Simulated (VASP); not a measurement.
Be3CdS2, 6 atoms in the cell. It takes space group P4/mmm (No. 123, tetragonal). The conventional cell has a = 4.909 Å, b = 4.909 Å, c = 6.742 Å, α = 90.00°, β = 90.00°, γ = 90.00°. Be (site symmetry 4mm) has 1 Be at 2.03 Å and 1 Cd at 2.35 Å within 2.7 Å. Be (site symmetry 4/mmm) has 12 Be at 3.62 to 4.91 Å and 8 S at 4.17 Å and 8 Cd at 4.84 Å within 5.0 Å. Within 3.1 Å of Cd (site symmetry 4/mmm) lie 2 Be at 2.35 Å and 4 S at 2.45 Å. Within 3.2 Å of S (site symmetry mmm) lie 2 Cd at 2.45 Å. The cell was built from a structure type or drawn by symmetry, and may not be a known phase.

- Program: VASP 6.6.1
- Task: single point
- Functional: PBE
- Potentials or basis: VASP PAW PBE potentials, release 64 (Be, Cd, S)
- Cutoff: 600 eV
- k mesh: 8 × 8 × 6
- Occupations: gaussian, width 0.1 eV
- Spin: no spin polarisation
- Dipole correction: no
- Further INCAR settings: ALGO = Normal; EDIFF = 1e-06; NBANDS = 24

Potentials or basis: VASP PAW PBE potentials, release 64 (Be, Cd, S).

Run with:

```sh
$ cat potpaw_PBE.64/Be/POTCAR potpaw_PBE.64/Cd/POTCAR potpaw_PBE.64/S/POTCAR > POTCAR
$ mpirun -np 1 vasp_std > vasp.out
```

Hardware: 1 thread of Intel Xeon 8259CL, on a shared host.

How long does it take, and how much memory?

It took 6.8 min on 1 thread of Intel Xeon 8259CL, with other jobs on the host, peak memory 0.46 GiB. Counts: scf iterations 14, k points 60.
